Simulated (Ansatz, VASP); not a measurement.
# Two plane-wave programs on BeZn4O

```
CELL_PARAMETERS angstrom
3.95344 0.00000 0.00000
0.00000 3.95344 0.00000
0.00000 0.00000 5.45995
ATOMIC_POSITIONS crystal
Be 0.50000 0.50000 0.00000
Zn 0.00000 0.50000 0.70093
Zn 0.50000 0.00000 0.29907
Zn 0.00000 0.50000 0.29907
Zn 0.50000 0.00000 0.70093
O 0.00000 0.00000 0.00000
```

Alike in both runs: task single point; functional PBE; k mesh 4 × 4 × 4; occupations gaussian, width 0.1 eV; no spin polarisation.

```csv
,VASP,Ansatz
version,VASP 6.6.1,Ansatz 0.2.0
potentials or method,"VASP PAW PBE potentials, release 64 (Be, Zn, O), cutoff 520 eV","scalar-relativistic, plane waves, PAW"
valence electrons in the cell,56,56
```

|  | VASP | Ansatz | Ansatz less VASP |
| --- | --- | --- | --- |
| gap on the k mesh at the Fermi level (eV) | none | none | - |
| pressure (GPa) | 0.2 | 0.0 | -0.29 |
| traceless stress, the component that is largest in VASP (GPa) | 11.75 | 11.48 | -0.269 |
| rms of the force components (eV/Å) | 1.105 | 1.085 | -0.0202 |

Atom by atom the forces differ by 0.020 eV/Å (rms over components). A gap of «none» marks a metal or a gap that the smearing closes. With one functional, cell and mesh, what is left measures potentials, basis and numerics.

The k mesh is coarse, so the values compare programs but aren't converged.
